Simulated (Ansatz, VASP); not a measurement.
## BiS: VASP beside Ansatz

```
Bi S
1.0
     2.06621    1.19293    3.42903
    -2.06621    1.19293    3.42903
     0.00000   -2.38586    3.42903
Bi S
1 1
Direct
  0.00000 0.00000 0.00000
  0.50000 0.50000 0.50000
```

Change from the starting cell: volume scaled by 0.94.

Alike in both runs: task single point; functional PBE; k mesh 8 × 8 × 8; occupations fermi-dirac, width 0.05 eV; no spin polarisation.

|  | VASP | Ansatz |
| --- | --- | --- |
| version | VASP 6.6.1 | Ansatz 0.2.0 |
| potentials or method | VASP PAW PBE potentials, release 64 (Bi_d, S), cutoff 520 eV | all-electron LAPW, scalar-relativistic |

Ansatz gave:

- gap on the k mesh at the Fermi level (eV): none
- pressure (GPa): 2.6
- traceless stress, the component that is largest in VASP (GPa): 0.54

Task: Which values does VASP return?

Result: gap on the k mesh at the Fermi level (eV): none; pressure (GPa): 2.5; traceless stress, the component that is largest in VASP (GPa): 0.54.

A gap of «none» marks a metal or a gap that the smearing closes. Ansatz ran all-electron here, and VASP with PAW potentials.

Neither program's run includes spin-orbit coupling.
